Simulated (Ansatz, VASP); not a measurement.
BaF2 in VASP and in Ansatz

```
Ba F
1.0
     0.00000    3.15392    3.15392
     3.15392    0.00000    3.15392
     3.15392    3.15392    0.00000
Ba F
1 2
Direct
  0.00000 0.00000 0.00000
  0.25000 0.25000 0.25000
  0.75000 0.75000 0.75000
```

Alike in both runs: task single point; functional PBE; k mesh 6 × 6 × 6; occupations gaussian, width 0.02 eV; no spin polarisation.

```csv
,VASP,Ansatz
version,VASP 6.6.1,Ansatz 0.2.0
potentials or method,"VASP PAW PBE potentials, release 64 (Ba_sv, F), cutoff 600 eV","scalar-relativistic, plane waves, PAW"
valence electrons in the cell,24,24
```

```csv
,VASP,Ansatz,Ansatz less VASP
gap on the k mesh at the Fermi level (eV),6.54,6.61,+0.067
least direct gap on the mesh (eV),6.59,6.67,+0.076
pressure (GPa),-0.7,-1.5,-0.77
```

Neither program's run includes spin-orbit coupling.
